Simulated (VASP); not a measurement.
Here is a VASP 6.6.1 calculation.

POSCAR

```
Lu
1.0
    3.5048186286      0.0000000000      0.0000000000
   -1.7524093143      3.0352619680      0.0000000000
    0.0000000000      0.0000000000      5.4696750779
Lu
2
Direct
    0.3333333333      0.6666666667      0.2500000000
    0.6666666667      0.3333333333      0.7500000000
```

The input INCAR.step1:

```
SYSTEM = Lu
PREC = Accurate ; ENCUT = 520
ISMEAR = 0 ; SIGMA = 0.6
LREAL = .False. ; LASPH = .True.
NELM = 100 ; NBANDS = 32
GGA = PE ; ALGO = Normal
EDIFF = 1E-4 ; LWAVE = .True.
LCHARG = .False.
```

INCAR.step2

```
SYSTEM = Lu
PREC = Accurate ; ENCUT = 520
EDIFF = 1E-6 ; ISMEAR = 0
SIGMA = 0.6 ; LREAL = .False.
LASPH = .True. ; NELM = 100
ALGO = Normal ; ISIF = 2
LWAVE = .False. ; LCHARG = .True.
METAGGA = R2SCAN ; LMIXTAU = .True.
LELF = .True. ; LVHAR = .True.
NBANDS = 32 ; ISTART = 1
```

File KPOINTS:

```
regular mesh
0
Gamma
  10 10 6
  0 0 0
```

Potentials or basis: VASP PAW PBE potentials, release 64 (Lu).

Run with:

```console
$ cat potpaw_PBE.64/Lu/POTCAR > POTCAR
$ cp INCAR.step1 INCAR
$ mpirun -np 1 vasp_std > vasp.out
$ cp INCAR.step2 INCAR
$ mpirun -np 1 vasp_std > vasp.out
```

Task: Predict the pressure.

Result: 0.8 GPa.

Task: Estimate the band gap on the k mesh.

Result: Zero (bands 25 and 26 overlap by 2.00 eV).

Stress tensor (GPa, compression positive):
```
0.52 0.00 0.00
0.00 0.52 0.00
0.00 0.00 1.37
```

Caveat: so wide a smearing shifts energies and pressures; the PAW data sets were made with another functional, which shifts forces and pressure a little; spin-orbit coupling is left out, which moves the levels of the heavy elements.
